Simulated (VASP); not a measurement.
Mg27O26 (a cell with a defect), 53 atoms in the cell. The cell holds a defect, 53 atoms: a = 8.946 Å, b = 8.946 Å, c = 8.946 Å, α = 60.00°, β = 60.00°, γ = 60.00°. 

* Program: VASP 6.6.1
* Task: single point
* Functional: PBE
* Potentials or basis: VASP PAW PBE potentials, release 64 (Mg, O)
* Cutoff: 520 eV
* k mesh: 2 × 2 × 2
* Occupations: gaussian, width 0.05 eV
* Spin: collinear spin, zero start
* Dipole correction: no
* Further INCAR settings: LREAL = Auto; ALGO = Normal; EDIFF = 1e-07; NBANDS = 141

Potentials or basis: VASP PAW PBE potentials, release 64 (Mg, O).

Command:

```console
$ cat potpaw_PBE.64/Mg/POTCAR potpaw_PBE.64/O/POTCAR > POTCAR
$ mpirun -np 1 vasp_std > vasp.out
```

Hardware: 1 × NVIDIA H100 80GB with 1 thread of AMD EPYC 7R13 Processor (Zen 3) (shared host).

**Question.** How long does it take, and how much memory?

**Answer.** It took 8.9 min on 1 × NVIDIA H100 80GB with 1 thread of AMD EPYC 7R13 Processor (Zen 3), on a shared host, peak memory 2.1 GiB. Counts: scf iterations 17, k points 8.
